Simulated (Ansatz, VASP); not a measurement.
## Two plane-wave programs on PbS

```
Pb S
1.0
     2.98400   -2.94411   -0.00061
     2.89700    2.85589   -0.08761
    -1.25569   -0.15944   11.72549
Pb S
2 2
Direct
  0.77560 0.77560 0.63638
  0.22440 0.22440 0.36362
  0.26840 0.26840 0.59860
  0.73160 0.73160 0.40140
```

Change from the starting cell: equal xy, yz and zx shear strains of -3 %, PAW files.

Alike in both runs: task electric field gradients; functional PBE; k mesh 7 × 7 × 3; occupations fermi-dirac, width 0.01 eV; no spin polarisation.

|  | VASP | Ansatz |
| --- | --- | --- |
| version | VASP 6.6.1 | Ansatz 0.2.0 |
| potentials or method | VASP PAW PBE potentials, release 64 (Pb_d, S) | PAW with Ansatz's default frozen-core files, scalar-relativistic |
| plane-wave cutoff (eV) | 520 | 420 |
| valence electrons in the cell | 40 | 40 |

|  | VASP | Ansatz | Ansatz less VASP |
| --- | --- | --- | --- |
| gap on the k mesh at the Fermi level (eV) | 1.24 | 1.25 | +0.002 |
| rms of the force components (eV/Å) | 0.174 | 0.173 | -0.0012 |
| size of Vzz on the site where it differs most (V/Å²) | 133.0 | 125.9 | -7.10 |

Atom by atom the forces differ by 0.002 eV/Å (rms over components). Ansatz's warnings: xc potential rough in thin density.

Spin-orbit coupling is off throughout.
